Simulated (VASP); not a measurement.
# Sc: single point with LDA

The system is Sc.

```
CELL_PARAMETERS angstrom
0.00000 2.23416 2.23416
2.23416 0.00000 2.23416
2.23416 2.23416 0.00000
ATOMIC_POSITIONS crystal
Sc 0.00000 0.00000 0.00000
```

This isn't the form of Sc at room conditions, which is hcp.

```yaml
Program: VASP 6.6.1
Task: single point
Functional: LDA
Potentials_or_basis: VASP PAW LDA potentials, release 64 (Sc_sv)
Cutoff: 500 eV
k_mesh: 8 × 8 × 8
Occupations: fermi-dirac, width 0.05 eV
Spin: no spin polarisation
Dipole_correction: no
Further_INCAR_settings: ALGO = Normal; EDIFF = 1e-06; NBANDS = 12
```

| Property | Result |
| --- | --- |
| Pressure | 0.0 GPa |
| Band gap on the k mesh | zero (an odd number of electrons rules out a gap without spin polarisation) |

Levels at points of the mesh, in eV from the Fermi level:
```tsv
k point	band 1	band 2	band 3	band 4	band 5	band 6	band 7	band 8	band 9	band 10
(0.00, 0.00, 0.00)	-48.58	-27.26	-27.26	-27.26	-5.33	1.65	1.65	1.65	3.22	3.22
(0.50, 0.00, 0.00)	-48.48	-27.83	-27.33	-27.33	-1.91	0.53	1.52	1.52	4.26	4.26
(0.50, 0.50, 0.00)	-48.45	-27.79	-27.46	-27.46	-1.76	-0.82	2.36	4.25	4.54	4.54
```

Wall time 9 s on 1 thread of Intel(R) Xeon(R) Platinum 8259CL CPU @ 2.50GHz (Skylake/Cascade Lake), on a shared host, peak memory 0.12 GiB.
